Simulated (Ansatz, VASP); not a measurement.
# Two plane-wave programs on SnO

```
Sn O
1.0
     3.79265    0.00000    0.00000
     0.00000    3.79265    0.00000
     0.00000    0.00000    4.75821
Sn O
2 2
Direct
  0.50000 0.00000 0.24103
  0.00000 0.50000 0.75897
  0.00000 0.00000 0.00000
  0.50000 0.50000 0.00000
```

Alike in both runs: task single point; functional r2SCAN; k mesh 6 × 6 × 6; occupations fermi-dirac, width 0.02 eV; no spin polarisation.

|  | VASP | Ansatz |
| --- | --- | --- |
| version | VASP 6.6.1 | Ansatz 0.2.0 |
| potentials or method | VASP PAW PBE potentials, release 64 (Sn_d, O_h) | plane waves, PAW |
| plane-wave cutoff (eV) | 910 | 500 |
| valence electrons in the cell | 40 | 40 |

VASP gave:

```
rms of the force components (eV/Å) : 0.043
```

Question: What did Ansatz give for the same quantities?

Answer: rms of the force components (eV/Å): 0.011.

VASP's potentials were made for PBE, not for r2SCAN. Atom by atom the forces differ by 0.053 eV/Å (rms over components). With one functional, cell and mesh, what is left measures potentials, basis and numerics.

Noted on VASP's run: the cutoff is short for stress, so the pressure is rough.
